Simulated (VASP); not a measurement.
Here is a VASP 6.6.1 calculation.

The input INCAR:

```
SYSTEM = Pt
  PREC = Accurate
  ENCUT = 520
  EDIFF = 1E-6
  ISMEAR = 0
  SIGMA = 0.15
  LREAL = .False.
  LASPH = .True.
  NELM = 80
  ALGO = Fast
  ISIF = 2
  LWAVE = .False.
  LCHARG = .True.
  GGA = PE
  LELF = .True.
  LVHAR = .True.
  NBANDS = 17
```

The input KPOINTS:

```
regular mesh
0
Gamma
  18 18 10
  0 0 0
```

Contents of POSCAR:

```
Pt
1.0
    2.9516000000      0.0000000000      0.0000000000
   -1.4758000000      2.5561605818      0.0000000000
    0.0000000000      0.0000000000      5.0205000000
Pt
2
Direct
    0.6666666667      0.3333333333      0.7500000000
    0.3333333333      0.6666666667      0.2500000000
```

Potentials or basis: VASP PAW PBE potentials, release 64 (Pt).

Command:

```console
$ cat potpaw_PBE.64/Pt/POTCAR > POTCAR
$ mpirun -np 1 vasp_std > vasp.out
```

**Question.** What does it give for the pressure?

**Answer.** -27.0 GPa.

**Question.** Estimate the band gap on the k mesh.

**Answer.** Zero (band 10 reaches 7.66 eV, above the bottom of band 11 at 6.77 eV).

Stress tensor (GPa, compression positive):
```
-28.29   0.00   0.00
  0.00 -28.29   0.00
  0.00   0.00 -24.54
```

Caveat: spin-orbit coupling is left out, which moves the levels of the heavy elements.
